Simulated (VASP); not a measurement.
# Ge (P6_3/mmc) in VASP: a series of runs

Ge is run at these levels: PBEsol; tasks: single point.

Program: VASP 6.6.1. These are calculated values, not measurements. Logs are shortened: lines on timing, memory, paths and dates and some standing lists are left out, and cuts for length are marked.

### Step 1. The cell of the first run

Symmetry: P6_3/mmc, No. 194, hexagonal system. The conventional cell has a = 3.998 Å, b = 3.998 Å, c = 6.401 Å, α = 90.00°, β = 90.00°, γ = 120.00°. Ge (site symmetry 3m) has 4 Ge at 2.40 to 2.44 Å within 3.2 Å.

This isn't the form of Ge at room conditions, which is diamond.

### Step 2. Single point, PBEsol (zz strain of -3 %)

Contents of INCAR:

```
PREC = Accurate
ENCUT = 520
EDIFF = 1E-6
ISMEAR = -1
SIGMA = 0.05
LREAL = False
LASPH = True
NELM = 60
ALGO = Normal
ISIF = 2
LWAVE = False
LCHARG = True
GGA = PS
LELF = True
LVHAR = True
NBANDS = 36
```

Contents of KPOINTS:

```
Automatic mesh
0
Gamma
  11 11 6
```

Contents of POSCAR:

```
Ge
1.0
    3.9975858431      0.0000000000      0.0000000000
   -1.9987929216      3.4620108940      0.0000000000
    0.0000000000      0.0000000000      6.4013966115
Ge
4
Direct
    0.6666666667      0.3333333333      0.0629012500
    0.3333333333      0.6666666667      0.5629012500
    0.6666666667      0.3333333333      0.4370987500
    0.3333333333      0.6666666667      0.9370987500
```

Potentials or basis: VASP PAW PBE potentials, release 64 (Ge_d).

Run with:

```
$ cat potpaw_PBE.64/Ge_d/POTCAR > POTCAR
$ mpirun -np 1 vasp_std > vasp.out
```

OUTCAR:

```text
PREC = Accurate
   ENCUT = 520
   EDIFF = 1E-6
   ISMEAR = -1
   LREAL = False
   LASPH = True
   NELM = 60
   ISIF = 2
   GGA = PS

 ion  position               nearest neighbor table
   1  0.667  0.333  0.063-   3 2.40   4 2.44   4 2.44   4 2.44
   2  0.333  0.667  0.563-   4 2.40   3 2.44   3 2.44   3 2.44
   3  0.667  0.333  0.437-   1 2.40   2 2.44   2 2.44   2 2.44
   4  0.333  0.667  0.937-   2 2.40   1 2.44   1 2.44   1 2.44

  LATTYP: Found a hexagonal cell.
 ALAT       =     3.9975858431
 C/A-ratio  =     1.6013156097

  Lattice vectors:

 A1 = (   3.9975858431,   0.0000000000,   0.0000000000)
 A2 = (  -1.9987929216,   3.4620108940,   0.0000000000)
 A3 = (   0.0000000000,   0.0000000000,   6.4013966115)

Analysis of symmetry for initial positions (statically):
=====================================================================
 Subroutine PRICEL returns:
 Original cell was already a primitive cell.

 Routine SETGRP: Setting up the symmetry group for a
 hexagonal supercell.

 Subroutine GETGRP returns: Found 24 space group operations
 (whereof 12 operations were pure point group operations)
 out of a pool of 24 trial point group operations.

The static configuration has the point symmetry D_3d.
 The point group associated with its full space group is D_6h.

Analysis of symmetry for dynamics (positions and initial velocities):
=====================================================================
 Subroutine PRICEL returns:
 Original cell was already a primitive cell.

 Routine SETGRP: Setting up the symmetry group for a
 hexagonal supercell.

 Subroutine GETGRP returns: Found 24 space group operations
 (whereof 12 operations were pure point group operations)
 out of a pool of 24 trial point group operations.

The dynamic configuration has the point symmetry D_3d.
 The point group associated with its full space group is D_6h.

 Subroutine INISYM returns: Found 24 space group operations
 (whereof 12 operations are pure point group operations),
 and found     1 'primitive' translations

----------------------------------------------------------------------------------------

                                     Primitive cell

  volume of cell :      88.5933

  direct lattice vectors                    reciprocal lattice vectors
[... 89 lines left out ...]
   ENCUT  =  520.0 eV  38.22 Ry    6.18 a.u.   7.43  7.43 11.90*2*pi/ulx,y,z
   NELM   =     60;   NELMIN=  2; NELMDL= -5     # of ELM steps
   EDIFF  = 0.1E-05   stopping-criterion for ELM
   LREAL  =      F    real-space projection
   EDIFFG = 0.1E-04   stopping-criterion for IOM
   NSW    =      0    number of steps for IOM
   IBRION =     -1    ionic relax: 0-MD 1-quasi-New 2-CG
   NFREE  =      0    steps in history (QN), initial steepest desc. (CG)
   ISIF   =      2    stress and relaxation
   ISYM   =      2    0-nonsym 1-usesym 2-fastsym
   POTIM  = 0.5000    time-step for ionic-motion
   TEBEG  =    0.0;   TEEND  =   0.0 temperature during run
   PSTRESS=    0.0 pullay stress
   NELECT =      56.0000    total number of electrons
   NUPDOWN=      -1.0000    fix difference up-down
   EMIN   =  10.00;   EMAX   =-10.00  energy-range for DOS
   EFERMI =   0.00;   METHOD = LEGACY
   ISMEAR =    -1;   SIGMA  =   0.05  broadening in eV -4-tet -1-fermi 0-gaus
   EFERMI_NEDOS =   21; number of points for ismear=-14 and -15
   IALGO  =     38    algorithm
   IMIX   =      4    mixing-type and parameters
     AMIX     =   0.40;   BMIX     =  1.00
     AMIX_MAG =   1.60;   BMIX_MAG =  1.00
  volume/ion in A,a.u.               =      22.15       149.46
  Fermi-wavevector in a.u.,A,eV,Ry     =   1.404981  2.655030 26.857523  1.973972
  Thomas-Fermi vector in A             =   2.527488
   LORBIT       =      0    0 simple, 1 ext, 2 COOP (PROOUT), +10 PAW based schemes
   GGA     = PS    functional components
   LHFCALC =     F    Hartree Fock is set to
   AEXX    =    0.0000 exact exchange contribution
   IVDW    =     0    specifies the selected vdW correction
   LEPSILON=     F    determine dielectric tensor
   LRPA    =     F    only Hartree local field effects (RPA)
 non-spin polarized calculation
  energy-cutoff  :      520.00
  volume of cell :       88.59
 maximum number of plane-waves:      2418
 NGX is ok and might be reduce to    30
   NGX = 15   NGY = 15   NGZ = 23

 number of electron      56.0000001 magnetization

 Free energy of the ion-electron system (eV)
  ---------------------------------------------------
  ext. energy  EPLUGINS =         0.00000000
  ---------------------------------------------------
  free energy    TOTEN  =       -19.63507458 eV

  energy without entropy =      -19.63400495  energy(sigma->0) =      -19.63453976

 E-fermi :   5.1447     XC(G=0): -10.2255

 val. band max:        5.0775210317   @ k =   0.0909   0.0000   0.0000
 cond. band min:       5.1860454932   @ k =   0.0000   0.0000   0.3333
 fundamental gap:      0.1085244614
 Fermi energy:         5.1447196339

 k-point     1 :       0.0000    0.0000    0.0000
  band No.  band energies     occupation
      1     -19.7529      2.00000
      2     -19.7529      2.00000
      3     -19.7431      2.00000
      4     -19.7223      2.00000
      5     -19.7044      2.00000
      6     -19.7044      2.00000
[... 925 lines left out ...]
     35      11.3488      0.00000
     36      12.0650      0.00000

 [... further k-points ...]

------------------------ aborting loop because EDIFF is reached ----------------------------------------

  FORCE on cell =-STRESS in cart. coord.  units (eV):
  Direction    XX          YY          ZZ          XY          YZ          ZX
  --------------------------------------------------------------------------------------
  -------------------------------------------------------------------------------------
  Total        0.0841623      0.0841623      3.4155132     -0.0000000      0.0000000      0.0000000
  in kB        1.5220434      1.5220434     61.7682912     -0.0000000      0.0000000      0.0000000
  external PRESSURE =      21.6041260 kB  Pullay stress =       0.0000000 kB

 VOLUME and BASIS-vectors are now :
 -----------------------------------------------------------------------------
  energy-cutoff  :      520.00
  volume of cell :       88.59
      direct lattice vectors                 reciprocal lattice vectors
     3.997585843  0.000000000  0.000000000     0.250150976  0.144424733  0.000000000
    -1.998792922  3.462010894  0.000000000     0.000000000  0.288849467  0.000000000
     0.000000000  0.000000000  6.401396612     0.000000000  0.000000000  0.156215910

 POSITION                                       TOTAL-FORCE (eV/Angst)
 -----------------------------------------------------------------------------------
      1.99879      1.15400      0.40266        -0.000000     -0.000000     -0.341362
     -0.00000      2.30801      3.60335        -0.000000      0.000000     -0.341362
      1.99879      1.15400      2.79804         0.000000      0.000000      0.341362
     -0.00000      2.30801      5.99874         0.000000      0.000000      0.341362
 -----------------------------------------------------------------------------------
    total drift:                                0.000000     -0.000000      0.000000

  FREE ENERGIE OF THE ION-ELECTRON SYSTEM (eV)
  ---------------------------------------------------
  free  energy   TOTEN  =       -19.6350745763 eV

  energy  without entropy=      -19.6340049500  energy(sigma->0) =      -19.63453976
```

OSZICAR:

```text
N       E                     dE             d eps       ncg     rms          rms(c)
DAV:   1     0.498842206196E+03    0.49884E+03   -0.28350E+04  5396   0.431E+03
DAV:   2     0.679368818864E+02   -0.43091E+03   -0.41925E+03  4608   0.814E+02
DAV:   3    -0.151787002730E+02   -0.83116E+02   -0.81826E+02  5016   0.208E+02
DAV:   4    -0.198704287496E+02   -0.46917E+01   -0.46729E+01  5428   0.579E+01
DAV:   5    -0.199639268330E+02   -0.93498E-01   -0.93469E-01  5180   0.914E+00    0.478E+00
DAV:   6    -0.197396214452E+02    0.22431E+00   -0.10434E-01  5448   0.283E+00    0.271E+00
DAV:   7    -0.196321332103E+02    0.10749E+00   -0.15046E-01  4944   0.278E+00    0.210E-01
DAV:   8    -0.196345158085E+02   -0.23826E-02   -0.16385E-02  5164   0.128E+00    0.107E-01
DAV:   9    -0.196350373100E+02   -0.52150E-03   -0.53331E-04  5476   0.146E-01    0.269E-02
DAV:  10    -0.196350670768E+02   -0.29767E-04   -0.86947E-05  5980   0.125E-01    0.915E-03
DAV:  11    -0.196350740378E+02   -0.69611E-05   -0.10615E-05  4312   0.187E-02    0.285E-03
DAV:  12    -0.196350745763E+02   -0.53842E-06   -0.96845E-07  3664   0.877E-03
   1 F= -.19635075E+02 E0= -.19634540E+02  d E =-.106963E-02
```

stdout:

```text
POSCAR found type information on POSCAR Ge
 POSCAR found :  1 types and       4 ions
 scaLAPACK will be used
 -----------------------------------------------------------------------------
|                                                                             |
|                                                                             |
|     You enforced a specific xc type in the INCAR file but a different       |
|     I HOPE YOU KNOW WHAT YOU ARE DOING!                                     |
|                                                                             |
 -----------------------------------------------------------------------------

 LDA part: xc-table for (Slater+PW92), standard interpolation
 POSCAR, INCAR and KPOINTS ok, starting setup
 FFT: planning ... GRIDC
 FFT: planning ... GRID_SOFT
 FFT: planning ... GRID
 WAVECAR not read
 entering main loop
```

Run time: 97 s. Hardware: 1 thread of Intel Xeon Platinum 8488C (Sapphire Rapids), shared host; peak memory 0.28 GiB.

What came out:

- Free energy: -19.6351 eV
- Pressure: 2.2 GPa
- Largest force: 0.341 eV/Å
- Band gap on the k mesh: zero (bands 28 and 29 overlap by 0.22 eV)

Forces on the atoms (eV/Å):
```
Ge   0.000  0.000 -0.341
Ge   0.000  0.000 -0.341
Ge   0.000  0.000  0.341
Ge   0.000  0.000  0.341
```

Levels at points of the mesh, in eV from the Fermi level:
```csv
k point,band 24,band 25,band 26,band 27,band 28,band 29,band 30,band 31,band 32,band 33
"(0.00, 0.00, 0.00)",-1.71,-1.71,-0.36,-0.16,0.12,0.12,0.29,2.05,2.05,3.07
"(0.00, 0.00, 0.50)",-4.80,-1.01,-1.01,-1.01,-1.01,0.53,0.53,3.26,3.26,3.26
```

Caveat: the cell differs from its parent crystal (zz strain of -3 %); the stress differs along the axes, from 0 to 6 GPa; semilocal functionals underestimate gaps, and a narrow one can read as zero; the PAW data sets were made with another functional, which shifts forces and pressure a little.

### Step 3. Single point, PBEsol (zz strain of -2 %)

Contents of INCAR:

```
PREC     = Accurate       # precision mode
ENCUT    = 520            # plane-wave cutoff, eV
EDIFF    = 1E-6           # SCF threshold, eV
ISMEAR   = -1             # smearing method
SIGMA    = 0.05           # smearing width, eV
LREAL    = False          # projectors in reciprocal space
LASPH    = True           # aspherical terms in the spheres
NELM     = 100            # most SCF steps
ALGO     = Normal         # electronic algorithm
ISIF     = 2              # what is computed and relaxed
LWAVE    = False          # write WAVECAR
LCHARG   = False          # write CHGCAR
GGA      = PS             # functional
NBANDS   = 36             # bands
```

KPOINTS is that of step 2.

POSCAR: that of step 2 with these lines changed.

```diff
@@ -4,3 +4,3 @@
    -1.9987929216      3.4620108940      0.0000000000
-    0.0000000000      0.0000000000      6.4013966115
+    0.0000000000      0.0000000000      6.4673903910
 Ge
```

Potentials or basis: VASP PAW PBE potentials, release 64 (Ge_d).

Run with:

```
$ cat potpaw_PBE.64/Ge_d/POTCAR > POTCAR
$ mpirun -np 1 vasp_std > vasp.out
```

OUTCAR:

```text
PREC = Accurate
   ENCUT = 520
   EDIFF = 1E-6
   ISMEAR = -1
   LREAL = False
   LASPH = True
   NELM = 100
   ISIF = 2
   GGA = PS

 ion  position               nearest neighbor table
   1  0.667  0.333  0.063-   3 2.42   4 2.45   4 2.45   4 2.45
   2  0.333  0.667  0.563-   4 2.42   3 2.45   3 2.45   3 2.45
   3  0.667  0.333  0.437-   1 2.42   2 2.45   2 2.45   2 2.45
   4  0.333  0.667  0.937-   2 2.42   1 2.45   1 2.45   1 2.45

  LATTYP: Found a hexagonal cell.
 ALAT       =     3.9975858431
 C/A-ratio  =     1.6178240180

  Lattice vectors:

 A1 = (   3.9975858431,   0.0000000000,   0.0000000000)
 A2 = (  -1.9987929216,   3.4620108940,   0.0000000000)
 A3 = (   0.0000000000,   0.0000000000,   6.4673903910)

Analysis of symmetry for initial positions (statically):
=====================================================================
 Subroutine PRICEL returns:
 Original cell was already a primitive cell.

 Routine SETGRP: Setting up the symmetry group for a
 hexagonal supercell.

[... 168 lines left out ...]
  free energy    TOTEN  =       -19.66384829 eV

  energy without entropy =      -19.66283408  energy(sigma->0) =      -19.66334119

 E-fermi :   5.0498     XC(G=0): -10.1773

 val. band max:        4.9684134588   @ k =   0.0909   0.0000   0.0000
 cond. band min:       5.1401652945   @ k =   0.0000   0.0000   0.3333
 fundamental gap:      0.1717518357
 Fermi energy:         5.0498236408

 k-point     1 :       0.0000    0.0000    0.0000
  band No.  band energies     occupation
      1     -19.8406      2.00000
      2     -19.8406      2.00000
      3     -19.8203      2.00000
      4     -19.8021      2.00000
      5     -19.7958      2.00000
      6     -19.7958      2.00000
[... 925 lines left out ...]
     35      11.2116      0.00000
     36      11.9262      0.00000

 [... further k-points ...]

------------------------ aborting loop because EDIFF is reached ----------------------------------------

  FORCE on cell =-STRESS in cart. coord.  units (eV):
  Direction    XX          YY          ZZ          XY          YZ          ZX
  --------------------------------------------------------------------------------------
  -------------------------------------------------------------------------------------
  Total        0.0339436      0.0339436      2.1391700     -0.0000000      0.0000000     -0.0000000
  in kB        0.6075932      0.6075932     38.2913408     -0.0000000      0.0000000     -0.0000000
  external PRESSURE =      13.1688424 kB  Pullay stress =       0.0000000 kB

 VOLUME and BASIS-vectors are now :
 -----------------------------------------------------------------------------
  energy-cutoff  :      520.00
  volume of cell :       89.51
      direct lattice vectors                 reciprocal lattice vectors
     3.997585843  0.000000000  0.000000000     0.250150976  0.144424733  0.000000000
    -1.998792922  3.462010894  0.000000000     0.000000000  0.288849467  0.000000000
     0.000000000  0.000000000  6.467390391     0.000000000  0.000000000  0.154621871

 POSITION                                       TOTAL-FORCE (eV/Angst)
 -----------------------------------------------------------------------------------
      1.99879      1.15400      0.40681         0.000000      0.000000     -0.211305
     -0.00000      2.30801      3.64050        -0.000000      0.000000     -0.211305
      1.99879      1.15400      2.82689         0.000000      0.000000      0.211305
     -0.00000      2.30801      6.06058        -0.000000      0.000000      0.211305
 -----------------------------------------------------------------------------------
    total drift:                               -0.000000      0.000000      0.000000

  FREE ENERGIE OF THE ION-ELECTRON SYSTEM (eV)
  ---------------------------------------------------
  free  energy   TOTEN  =       -19.6638482880 eV

  energy  without entropy=      -19.6628340833  energy(sigma->0) =      -19.66334119
```

OSZICAR:

```text
N       E                     dE             d eps       ncg     rms          rms(c)
DAV:   1     0.495861944407E+03    0.49586E+03   -0.28216E+04  5344   0.429E+03
DAV:   2     0.669835483125E+02   -0.42888E+03   -0.41695E+03  4616   0.806E+02
DAV:   3    -0.153401144520E+02   -0.82324E+02   -0.81201E+02  5056   0.208E+02
DAV:   4    -0.198901531360E+02   -0.45500E+01   -0.45339E+01  5416   0.571E+01
DAV:   5    -0.199820352633E+02   -0.91882E-01   -0.91856E-01  5224   0.908E+00    0.471E+00
DAV:   6    -0.197653699002E+02    0.21667E+00   -0.10238E-01  5544   0.283E+00    0.267E+00
DAV:   7    -0.196609540507E+02    0.10442E+00   -0.14369E-01  4968   0.274E+00    0.207E-01
DAV:   8    -0.196632856759E+02   -0.23316E-02   -0.15868E-02  5172   0.126E+00    0.106E-01
DAV:   9    -0.196638143628E+02   -0.52869E-03   -0.50959E-04  5392   0.146E-01    0.246E-02
DAV:  10    -0.196638413633E+02   -0.27000E-04   -0.87752E-05  6024   0.128E-01    0.836E-03
DAV:  11    -0.196638477433E+02   -0.63801E-05   -0.96517E-06  4164   0.181E-02    0.297E-03
DAV:  12    -0.196638482880E+02   -0.54465E-06   -0.82525E-07  3592   0.839E-03
   1 F= -.19663848E+02 E0= -.19663341E+02  d E =-.101420E-02
```

Run time: 1.7 min. Hardware: 1 thread of Intel Xeon Platinum 8488C (Sapphire Rapids), shared host; peak memory 0.28 GiB.

Results:

```yaml
Free_energy: -19.6638 eV
Pressure: 1.3 GPa
Largest_force: 0.211 eV/Å
Band_gap_on_the_k_mesh: zero (bands 28 and 29 overlap by 0.20 eV)
```

Forces in eV/Å, atoms in the order of the input:
```
Ge   0.000  0.000 -0.211
Ge   0.000  0.000 -0.211
Ge   0.000  0.000  0.211
Ge   0.000  0.000  0.211
```

Caveat: the cell differs from its parent crystal (zz strain of -2 %); semilocal functionals underestimate gaps, and a narrow one can read as zero; the PAW data sets were made with another functional, which shifts forces and pressure a little.

### Step 4. Single point, PBEsol (equal xx and yy strain of -1 %)

Contents of INCAR:

```
SYSTEM = Ge
PREC = Accurate ; ENCUT = 520
EDIFF = 1E-6 ; ISMEAR = -1
SIGMA = 0.05 ; LREAL = .False.
LASPH = .True. ; NELM = 100
ALGO = Normal ; ISIF = 2
LWAVE = .False. ; LCHARG = .False.
GGA = PS ; NBANDS = 36
```

Contents of KPOINTS:

```
Automatic mesh
0
Gamma
  11 11 6
  0 0 0
```

Contents of POSCAR:

```
Ge
1.0
    3.9576099847      0.0000000000      0.0000000000
   -1.9788049924      3.4273907850      0.0000000000
    0.0000000000      0.0000000000      6.5993779500
Ge
4
Direct
    0.6666666667      0.3333333333      0.0629012500
    0.3333333333      0.6666666667      0.5629012500
    0.6666666667      0.3333333333      0.4370987500
    0.3333333333      0.6666666667      0.9370987500
```

Run with:

```
$ cat potpaw_PBE.64/Ge_d/POTCAR > POTCAR
$ mpirun -np 1 vasp_std > vasp.out
```

Wall time 1.8 min (1 thread of Intel Xeon Platinum 8488C (Sapphire Rapids), shared host); peak memory 0.28 GiB.

Results (log left out):

```yaml
Free_energy: -19.6739 eV
Pressure: 1.2 GPa
Largest_force: 0.104 eV/Å
Band_gap_on_the_k_mesh: zero (bands 28 and 29 overlap by 0.01 eV)
```

Forces on the atoms (eV/Å):
```
Ge   0.000  0.000  0.104
Ge   0.000  0.000  0.104
Ge   0.000  0.000 -0.104
Ge   0.000  0.000 -0.104
```

Stress tensor (GPa, compression positive):
```
 1.88  0.00  0.00
 0.00  1.88  0.00
 0.00  0.00 -0.06
```

Levels at points of the mesh, in eV from the Fermi level:
```tsv
k point	band 25	band 26	band 27	band 28	band 29	band 30	band 31	band 32
(0.00, 0.00, 0.00)	-1.53	-0.24	-0.05	0.04	0.06	0.06	2.24	2.24
(0.00, 0.00, 0.50)	-0.91	-0.91	-0.91	-0.91	0.71	0.71	3.33	3.33
```

Caveat: the cell differs from its parent crystal (equal xx and yy strain of -1 %); semilocal functionals underestimate gaps, and a narrow one can read as zero; the PAW data sets were made with another functional, which shifts forces and pressure a little.

### Step 5. Summary

| cell | gap on the mesh (eV) | pressure (GPa) | largest force (eV/Å) |
| --- | --- | --- | --- |
| a = 3.998, b = 3.998, c = 6.401 Å, angles 90.0, 90.0, 120.0°, 4 atoms | none | 2.2 | 0.34 |
| a = 3.998, b = 3.998, c = 6.467 Å, angles 90.0, 90.0, 120.0°, 4 atoms | none | 1.3 | 0.21 |
| a = 3.958, b = 3.958, c = 6.599 Å, angles 90.0, 90.0, 120.0°, 4 atoms | none | 1.2 | 0.10 |

Alike in all rows: task single point; level PBEsol; potentials or basis VASP PAW PBE potentials, release 64 (Ge_d); no spin polarisation; k mesh 11 × 11 × 6; cutoff (eV) 520; smearing fermi-dirac 0.05 eV.

Caveats: semilocal functionals underestimate gaps, and a narrow one can read as zero; the PAW data sets were made with another functional, which shifts forces and pressure a little; the stress differs along the axes, from 0 to 6 GPa (at least some runs).

Absolute energies hang on the potentials; compare differences alone.

The gap in the log of VASP goes by the Fermi energy; the results here count the filled bands.